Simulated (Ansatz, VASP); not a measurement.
## CaB6: VASP beside Ansatz

The input INCAR:

```
SYSTEM = CaB6
ALGO = Normal ; EDIFF = 1E-6
ENCUT = 520 ; GGA = PE
ISIF = 2 ; ISMEAR = -1
LASPH = .True. ; LCHARG = .False.
LREAL = .False. ; LWAVE = .False.
NBANDS = 23 ; NELM = 100
PREC = Accurate ; SIGMA = 0.02
```

File KPOINTS:

```
k-points
0
Gamma
  6 6 6
  0 0 0
```

POSCAR

```
CaB6
1.0
    4.1360723764      0.0000000000      0.0000000000
    0.0000000000      4.1360723764      0.0000000000
    0.0000000000      0.0000000000      4.1360723764
Ca B
1 6
Direct
    0.5000000000      0.5000000000      0.5000000000
    0.0000000000      0.0000000000      0.2982067326
    0.0000000000      0.0000000000      0.7017932674
    0.2982067326      0.0000000000      0.0000000000
    0.7017932674      0.0000000000      0.0000000000
    0.0000000000      0.2982067326      0.0000000000
    0.0000000000      0.7017932674      0.0000000000
```

Input for Ansatz:

```yaml
crystal:
  lattice:
    - [4.1360723764, 0.0, 0.0]
    - [0.0, 4.1360723764, 0.0]
    - [0.0, 0.0, 4.1360723764]
  atoms:
    - { symbol: Ca, position: [0.5, 0.5, 0.5] }
    - { symbol: B, position: [0.0, 0.0, 0.2982067326] }
    - { symbol: B, position: [0.0, 0.0, 0.7017932674] }
    - { symbol: B, position: [0.2982067326, 0.0, 0.0] }
    - { symbol: B, position: [0.7017932674, 0.0, 0.0] }
    - { symbol: B, position: [0.0, 0.2982067326, 0.0] }
    - { symbol: B, position: [0.0, 0.7017932674, 0.0] }
kpoints:
  mp_grid: { grid: [6, 6, 6] }
  band_path:
    path:
      - [[0.0, 0.0, 0.0], [-6.165183526546e-51, 0.5, -3.880351875607e-36], [0.5, 0.5, -7.760703751214e-36], [0.0, 0.0, 0.0], [0.5, 0.5, 0.5], [-6.165183526546e-51, 0.5, -3.880351875607e-36]]
      - [[0.5, 0.5, 0.5], [0.5, 0.5, -7.760703751214e-36]]
    npoints: 10
hamiltonian:
  xc: pbe
scf:
  occupations: { method: fermi_dirac, width: 0.02 }
  n_extra_bands: 5
output:
  forces: true
  stress: true
  eigenvalues: true
```

Alike in both runs: task single point; functional PBE; k mesh 6 × 6 × 6; occupations fermi-dirac, width 0.02 eV; no spin polarisation.

|  | VASP | Ansatz |
| --- | --- | --- |
| version | VASP 6.6.1 | Ansatz 0.2.0 |
| potentials or method | VASP PAW PBE potentials, release 64 (Ca_sv, B) | plane waves, PAW |
| plane-wave cutoff (eV) | 520 | 420 |
| valence electrons in the cell | 28 | 28 |

|  | VASP | Ansatz | Ansatz less VASP |
| --- | --- | --- | --- |
| pressure (GPa) | 1.4 | 1.3 | -0.12 |
| rms of the force components (eV/Å) | 0.050 | 0.041 | -0.0092 |

Atom by atom the forces differ by 0.009 eV/Å (rms over components).
